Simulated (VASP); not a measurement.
# Co (Fd-3m) in VASP: single point with LDA

Aim: the single point of Co with LDA.

Everything below comes from runs of VASP 6.6.1. Logs are shortened: lines on timing, memory, paths and dates and some standing lists are left out, and cuts for length are marked.

**1. The cell of the first run**

It takes space group Fd-3m (No. 227, cubic). Conventional cell: a = 6.435 Å, b = 6.435 Å, c = 6.435 Å, α = 90.00°, β = 90.00°, γ = 90.00°. Within 3.5 Å of Co (site symmetry -43m) lie 16 Co at 2.67 to 2.79 Å. Co (site symmetry -3m) has 12 Co at 2.28 to 2.67 Å within 3.0 Å.

This isn't the form of Co at room conditions, which is hcp.

**2. Single point, LDA, collinear spin, antiferromagnetic start**

Contents of INCAR:

```
SYSTEM = Co
PREC = Accurate ; ENCUT = 520
EDIFF = 1E-6 ; ISMEAR = -1
SIGMA = 0.1 ; LREAL = .False.
LASPH = .True. ; NELM = 150
ALGO = Normal ; ISIF = 2
LWAVE = .False. ; LCHARG = .False.
ISPIN = 2 ; MAGMOM = 3.2 -3.2 3.2 -3.2 3.2 -3.2
LORBIT = 11 ; LMAXMIX = 4
NBANDS = 40
```

Contents of KPOINTS:

```
regular mesh
0
Gamma
  6 6 6
  0 0 0
```

Contents of POSCAR:

```
Co
1.0
    0.0000000000      3.2173720000      3.2173720000
    3.2173720000      0.0000000000      3.2173720000
    3.2173720000      3.2173720000      0.0000000000
Co
6
Direct
    0.2500000000      0.2500000000      0.2500000000
    0.0000000000      0.0000000000      0.0000000000
    0.6250000000      0.6250000000      0.1250000000
    0.6250000000      0.1250000000      0.6250000000
    0.1250000000      0.6250000000      0.6250000000
    0.6250000000      0.6250000000      0.6250000000
```

Potentials or basis: VASP PAW LDA potentials, release 64 (Co).

Started as:

```console
> cat potpaw_LDA.64/Co/POTCAR > POTCAR
> mpirun -np 1 vasp_std > vasp.out
```

OUTCAR:

```text
SYSTEM = Co
   PREC = Accurate
   ENCUT = 520
   EDIFF = 1E-6
   ISMEAR = -1
   LREAL = .False.
   LASPH = .True.
   NELM = 150
   ISIF = 2
   ISPIN = 2
   LORBIT = 11

 ion  position               nearest neighbor table
   1  0.250  0.250  0.250-   3 2.67   4 2.67   5 2.67   6 2.67   6 2.67   6 2.67   3 2.67   5 2.67
                             5 2.67   3 2.67   4 2.67   4 2.67   2 2.79   2 2.79   2 2.79   2 2.79
   2  0.000  0.000  0.000-   6 2.67   6 2.67   6 2.67   3 2.67   4 2.67   5 2.67   4 2.67   5 2.67
                             3 2.67   3 2.67   5 2.67   4 2.67   1 2.79   1 2.79   1 2.79   1 2.79
   3  0.625  0.625  0.125-   6 2.28   4 2.28   5 2.28   6 2.28   4 2.28   5 2.28   1 2.67   2 2.67
                             2 2.67   1 2.67   2 2.67   1 2.67
   4  0.625  0.125  0.625-   6 2.28   3 2.28   3 2.28   5 2.28   6 2.28   5 2.28   1 2.67   2 2.67
                             2 2.67   1 2.67   2 2.67   1 2.67
   5  0.125  0.625  0.625-   6 2.28   3 2.28   4 2.28   3 2.28   4 2.28   6 2.28   1 2.67   2 2.67
                             1 2.67   2 2.67   1 2.67   2 2.67
   6  0.625  0.625  0.625-   3 2.28   4 2.28   5 2.28   3 2.28   4 2.28   5 2.28   2 2.67   1 2.67
                             2 2.67   1 2.67   2 2.67   1 2.67

  LATTYP: Found a face centered cubic cell.
 ALAT       =     6.4347440000

  Lattice vectors:

 A1 = (   0.0000000000,   3.2173720000,   3.2173720000)
 A2 = (   3.2173720000,   0.0000000000,   3.2173720000)
 A3 = (   3.2173720000,   3.2173720000,   0.0000000000)

Analysis of symmetry for initial positions (statically):
=====================================================================
 Subroutine PRICEL returns:
 Original cell was already a primitive cell.

 Routine SETGRP: Setting up the symmetry group for a
 face centered cubic supercell.

 Subroutine GETGRP returns: Found 48 space group operations
 (whereof 24 operations were pure point group operations)
 out of a pool of 48 trial point group operations.

The static configuration has the point symmetry T_d .
 The point group associated with its full space group is O_h .

Analysis of symmetry for dynamics (positions and initial velocities):
=====================================================================
 Subroutine PRICEL returns:
 Original cell was already a primitive cell.

 Routine SETGRP: Setting up the symmetry group for a
 face centered cubic supercell.

 Subroutine GETGRP returns: Found 48 space group operations
 (whereof 24 operations were pure point group operations)
 out of a pool of 48 trial point group operations.

The dynamic configuration has the point symmetry T_d .
 The point group associated with its full space group is O_h .

Analysis of structural, dynamic, and magnetic symmetry:
=====================================================================
 Subroutine PRICEL returns:
 Original cell was already a primitive cell.

 Routine SETGRP: Setting up the symmetry group for a
 face centered cubic supercell.

 Subroutine GETGRP returns: Found  8 space group operations
 (whereof  4 operations were pure point group operations)
 out of a pool of 48 trial point group operations.

The overall configuration has the point symmetry C_2v.
 The point group associated with its full space group is C_4v.

 Subroutine INISYM returns: Found  8 space group operations
 (whereof  4 operations are pure point group operations),
 and found     1 'primitive' translations

----------------------------------------------------------------------------------------

                                     Primitive cell

  volume of cell :      66.6091

  direct lattice vectors                    reciprocal lattice vectors
     0.000000000  3.217372000  3.217372000    -0.155406338  0.155406338  0.155406338
     3.217372000  0.000000000  3.217372000     0.155406338 -0.155406338  0.155406338
     3.217372000  3.217372000  0.000000000     0.155406338  0.155406338 -0.155406338

  length of vectors
     4.550051118  4.550051118  4.550051118     0.269171673  0.269171673  0.269171673

  position of ions in fractional coordinates (direct lattice)
     0.250000000  0.250000000  0.250000000
     0.000000000  0.000000000  0.000000000
     0.625000000  0.625000000  0.125000000
     0.625000000  0.125000000  0.625000000
     0.125000000  0.625000000  0.625000000
     0.625000000  0.625000000  0.625000000

[... 63 lines left out ...]
   number of dos      NEDOS =    301   number of ions     NIONS =      6
   total plane-waves  NPLWV =  46656
   dimension x,y,z NGX =    36 NGY =   36 NGZ =   36
   dimension x,y,z NGXF=    72 NGYF=   72 NGZF=   72
   ions per type =               6
   NGX,Y,Z   is equivalent  to a cutoff of  13.15, 13.15, 13.15 a.u.
   NGXF,Y,Z  is equivalent  to a cutoff of  26.31, 26.31, 26.31 a.u.
 SYSTEM =  Co
   PREC   = accura    normal or accurate (medium, high low for compatibility)
   ISTART =      0    job   : 0-new  1-cont  2-samecut
   ICHARG =      2    charge: 1-file 2-atom 10-const
   ISPIN  =      2    spin polarized calculation?
   LNONCOLLINEAR =      F non collinear calculations
   LSORBIT =      F    spin-orbit coupling
   LASPH  =      T    aspherical Exc in radial PAW
   ENCUT  =  520.0 eV  38.22 Ry    6.18 a.u.   8.46  8.46  8.46*2*pi/ulx,y,z
   NELM   =    150;   NELMIN=  2; NELMDL= -5     # of ELM steps
   EDIFF  = 0.1E-05   stopping-criterion for ELM
   LREAL  =      F    real-space projection
   EDIFFG = 0.1E-04   stopping-criterion for IOM
   NSW    =      0    number of steps for IOM
   IBRION =     -1    ionic relax: 0-MD 1-quasi-New 2-CG
   NFREE  =      0    steps in history (QN), initial steepest desc. (CG)
   ISIF   =      2    stress and relaxation
   ISYM   =      2    0-nonsym 1-usesym 2-fastsym
   POTIM  = 0.5000    time-step for ionic-motion
   TEBEG  =    0.0;   TEEND  =   0.0 temperature during run
   PSTRESS=    0.0 pullay stress
   NELECT =      54.0000    total number of electrons
   NUPDOWN=      -1.0000    fix difference up-down
   EMIN   =  10.00;   EMAX   =-10.00  energy-range for DOS
   EFERMI =   0.00;   METHOD = LEGACY
   ISMEAR =    -1;   SIGMA  =   0.10  broadening in eV -4-tet -1-fermi 0-gaus
   EFERMI_NEDOS =   21; number of points for ismear=-14 and -15
   IALGO  =     38    algorithm
   IMIX   =      4    mixing-type and parameters
     AMIX     =   0.40;   BMIX     =  1.00
     AMIX_MAG =   1.60;   BMIX_MAG =  1.00
  volume/ion in A,a.u.               =      11.10        74.92
  Fermi-wavevector in a.u.,A,eV,Ry     =   1.526493  2.884653 31.704034  2.330181
  Thomas-Fermi vector in A             =   2.634519
   LORBIT       =     11    0 simple, 1 ext, 2 COOP (PROOUT), +10 PAW based schemes
   GGA     = CA    functional components
   LHFCALC =     F    Hartree Fock is set to
   AEXX    =    0.0000 exact exchange contribution
   IVDW    =     0    specifies the selected vdW correction
   LEPSILON=     F    determine dielectric tensor
   LRPA    =     F    only Hartree local field effects (RPA)
 spin polarized calculation
  energy-cutoff  :      520.00
  volume of cell :       66.61
 maximum number of plane-waves:      1820
 NGX is ok and might be reduce to    36
   NGX = 17   NGY = 17   NGZ = 17

 number of electron      54.0000036 magnetization      -0.0000000

 number of electron      54.0000036 magnetization       0.0000000

 Free energy of the ion-electron system (eV)
  ---------------------------------------------------
  ext. energy  EPLUGINS =         0.00000000
  ---------------------------------------------------
  free energy    TOTEN  =       -46.32188997 eV

  energy without entropy =      -45.78000154  energy(sigma->0) =      -46.05094575

 E-fermi :   9.6467     XC(G=0): -13.5716

 val. band max:        9.6377741787   @ k =   0.5000   0.1667   0.0000
 cond. band min:       9.6474416028   @ k =   0.1667   0.0000   0.5000
 fundamental gap:      0.0096674242
 Fermi energy:         9.6466985746

 spin component 1

 k-point     1 :       0.0000    0.0000    0.0000
  band No.  band energies     occupation
      1       0.8798      1.00000
      2       4.1566      1.00000
      3       5.3444      1.00000
      4       5.3711      1.00000
      5       5.4005      1.00000
      6       6.0941      1.00000
[... 997 lines left out ...]
     38      19.6386      0.00000
     39      20.0491      0.00000

 [... further k-points ...]

 spin component 2

 k-point     1 :       0.0000    0.0000    0.0000
  band No.  band energies     occupation
      1       0.8798      1.00000
      2       4.1566      1.00000
      3       5.3444      1.00000
      4       5.3711      1.00000
      5       5.4005      1.00000
      6       6.0941      1.00000
[... 997 lines left out ...]
     38      19.6256      0.00000
     39      20.0462      0.00000

 [... further k-points ...]

 [bands above 39 left out]

------------------------ aborting loop because EDIFF is reached ----------------------------------------

  FORCE on cell =-STRESS in cart. coord.  units (eV):
  Direction    XX          YY          ZZ          XY          YZ          ZX
  --------------------------------------------------------------------------------------
  -------------------------------------------------------------------------------------
  Total       -7.0230451     -6.9374545     -7.0230451      0.0000000      0.0000000     -0.0000000
  in kB     -168.9282222   -166.8694762   -168.9282222      0.0000000      0.0000000     -0.0000000
  external PRESSURE =    -168.2419736 kB  Pullay stress =       0.0000000 kB

 VOLUME and BASIS-vectors are now :
 -----------------------------------------------------------------------------
  energy-cutoff  :      520.00
  volume of cell :       66.61
      direct lattice vectors                 reciprocal lattice vectors
     0.000000000  3.217372000  3.217372000    -0.155406338  0.155406338  0.155406338
     3.217372000  0.000000000  3.217372000     0.155406338 -0.155406338  0.155406338
     3.217372000  3.217372000  0.000000000     0.155406338  0.155406338 -0.155406338

 POSITION                                       TOTAL-FORCE (eV/Angst)
 -----------------------------------------------------------------------------------
      1.60869      1.60869      1.60869        -0.000000     -0.048840     -0.000000
      0.00000      0.00000      0.00000         0.000000     -0.048840      0.000000
      2.41303      2.41303      4.02172        -0.011765      0.024420      0.011765
      2.41303      4.02172      2.41303         0.011765      0.024420      0.011765
      4.02172      2.41303      2.41303         0.011765      0.024420     -0.011765
      4.02172      4.02172      4.02172        -0.011765      0.024420     -0.011765
 -----------------------------------------------------------------------------------
    total drift:                                0.000000     -0.000001      0.000000

  FREE ENERGIE OF THE ION-ELECTRON SYSTEM (eV)
  ---------------------------------------------------
  free  energy   TOTEN  =       -46.3218899683 eV

  energy  without entropy=      -45.7800015377  energy(sigma->0) =      -46.05094575

 total charge

# of ion       s       p       d       tot
------------------------------------------
    1        0.395   0.407   7.184   7.986
    2        0.395   0.407   7.184   7.986
    3        0.535   0.563   7.375   8.473
    4        0.535   0.563   7.375   8.473
    5        0.535   0.563   7.375   8.473
    6        0.535   0.563   7.375   8.473
--------------------------------------------------
tot          2.931   3.064  43.870  49.864

 magnetization (x)

# of ion       s       p       d       tot
------------------------------------------
    1        0.013   0.011   1.592   1.616
    2       -0.013  -0.011  -1.592  -1.616
    3        0.001   0.003   0.202   0.206
    4       -0.001  -0.003  -0.202  -0.206
    5        0.001   0.003   0.202   0.206
    6       -0.001  -0.003  -0.202  -0.206
--------------------------------------------------
tot          0.000   0.000  -0.000  -0.000
```

It took 5.7 min on 1 thread of AMD EPYC 7R13 (Zen 3), shared host; peak memory 0.22 GiB.

What came out:

```
Free energy                                           : -46.3219 eV
Pressure                                              : -16.8 GPa
Band gap on the k mesh                                : zero (filled and empty bands overlap)
Net moment                                            : 0.00 μB per cell
Site moments                                          : Co +1.62, -1.62, +0.21, -0.21 (each value once) μB
Valence electrons inside the program's atomic spheres : Co 7.99, 8.47 (each value once)
```

Levels at points of the mesh, in eV from the Fermi level:
Spin up:
| k point | band 24 | band 25 | band 26 | band 27 | band 28 | band 29 | band 30 | band 31 |
| --- | --- | --- | --- | --- | --- | --- | --- | --- |
| (0.00, 0.00, 0.00) | -0.12 | -0.05 | 0.03 | 0.28 | 0.30 | 1.00 | 1.05 | 1.09 |
| (0.50, 0.00, 0.00) | -0.39 | -0.27 | -0.16 | -0.16 | 0.13 | 0.14 | 0.27 | 0.34 |
| (0.50, 0.50, 0.00) | -0.60 | -0.54 | -0.41 | -0.40 | -0.05 | 0.10 | 0.12 | 0.25 |
| (0.50, 0.00, 0.50) | -0.60 | -0.53 | -0.47 | -0.34 | -0.06 | 0.09 | 0.15 | 0.24 |
Spin down:
```
           k point  band 25  band 26  band 27  band 28  band 29  band 30
(0.00, 0.00, 0.00)    -0.05     0.03     0.28     0.30     1.00     1.05
(0.50, 0.00, 0.00)    -0.32    -0.25    -0.17     0.11     0.11     0.23
(0.50, 0.50, 0.00)    -0.54    -0.41    -0.40    -0.05     0.10     0.12
(0.50, 0.00, 0.50)    -0.53    -0.47    -0.34    -0.06     0.09     0.15
```

Caveat: the cell stands under tension; the antiferromagnetic order is the one typed at the start, and another may lie lower.
